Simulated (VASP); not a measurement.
NiO:

```
Ni O
1.0
     0.00000    2.09131    2.09131
     2.09131    0.00000    2.09131
     2.09131    2.09131    0.00000
Ni O
1 1
Direct
  0.00000 0.00000 0.00000
  0.50000 0.50000 0.50000
```

Program: VASP 6.6.1. Alike in all runs: task single point; potentials or basis VASP PAW PBE potentials, release 64 (Ni, O); cell as given; cutoff (eV) 520; smearing fermi-dirac 0.05 eV.

Question: Order these runs on this cell by their pressure, lowest first.
A. level r2SCAN; spin collinear, ferromagnetic start; k mesh 6 × 6 × 6
B. level PBE; spin off; k mesh 11 × 11 × 11
C. level revPBE; spin collinear, ferromagnetic start; k mesh 6 × 6 × 6
D. level PBE; spin collinear, ferromagnetic start; k mesh 11 × 11 × 11

Answer: B (-2.9 GPa), A (1.0 GPa), D (3.9 GPa), C (8.7 GPa).

Caveats: some runs use coarse meshes; a cell with one magnetic atom can't hold antiferromagnetic order, which such compounds often take (some runs); the PAW data sets were made with another functional, which shifts forces and pressure a little (some runs).
